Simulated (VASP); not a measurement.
CdSe:

```xyz
2
Lattice="0.0000 3.0497 3.0497 3.0497 0.0000 3.0497 3.0497 3.0497 0.0000" Properties=species:S:1:pos:R:3 pbc="T T T"
Cd    0.0000    0.0000    0.0000
Se    1.5248    1.5248    1.5248
```

Base run:

```yaml
Program: VASP 6.6.1
Functional: revPBE
Dispersion: D3(BJ)
Potentials_or_basis: VASP PAW PBE potentials, release 64 (Cd, Se)
Cutoff: 520 eV
k_mesh: 8 × 8 × 8
Occupations: fermi-dirac, width 0.05 eV
Spin: no spin polarisation
```

Its results: band gap on the k mesh 0.72 eV, direct; pressure 0.0 GPa.

Problem. The run is repeated on the same cell with these changes: functional from revPBE to PBE; further incar settings from ALGO = Normal; EDIFF = 1e-07; NBANDS = 16 to ALGO = Normal; EDIFF = 1e-06; NBANDS = 16. What comes out?

Solution. Band gap on the k mesh 0.59 eV, direct; pressure 0.6 GPa.

Caveats: the PAW data sets were made with another functional, which shifts forces and pressure a little (some runs).

